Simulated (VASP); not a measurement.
Wanted: the native input for a VASP 6.6.1 run.

* Task: single point
* Functional: PBEsol
* Potentials or basis: VASP PAW PBE potentials, release 64 (B, P)
* Cutoff: 500 eV
* k mesh: 10 × 10 × 10
* Occupations: gaussian, width 0.02 eV
* Spin: no spin polarisation
* Dipole correction: no
* Further INCAR settings: ALGO = Normal; EDIFF = 1e-06; NBANDS = 11

The structure of BP lies in POSCAR:

```
BP
1.0
    0.0000000000      2.2600812336      2.2600812336
    2.2600812336      0.0000000000      2.2600812336
    2.2600812336      2.2600812336      0.0000000000
B P
1 1
Direct
    0.0000000000      0.0000000000      0.0000000000
    0.7500000000      0.7500000000      0.7500000000
```

One way to write it, as run:

INCAR

```
ALGO = Normal
EDIFF = 1E-6
ENCUT = 500
GGA = PS
GGA_COMPAT = False
ISIF = 2
ISMEAR = 0
LASPH = True
LCHARG = True
LELF = True
LREAL = False
LVHAR = True
LWAVE = False
NBANDS = 11
NELM = 120
PREC = Accurate
SIGMA = 0.02
```

KPOINTS

```
k-points
0
Gamma
  10 10 10
```

Potentials or basis: VASP PAW PBE potentials, release 64 (B, P).

Launch:

```bash
$ cat potpaw_PBE.64/B/POTCAR potpaw_PBE.64/P/POTCAR > POTCAR
$ mpirun -np 1 vasp_std > vasp.out
```

It gave:

| Property | Result |
| --- | --- |
| Pressure | 0.1 GPa |
| Band gap on the k mesh | 1.12 eV (least direct gap 3.37 eV) |

Caveat: the PAW data sets were made with another functional, which shifts forces and pressure a little.

Run time: 6.2 s on 1 thread of Intel(R) Xeon(R) Platinum 8259CL CPU @ 2.50GHz (Skylake/Cascade Lake) (shared host), peak memory 0.14 GiB.
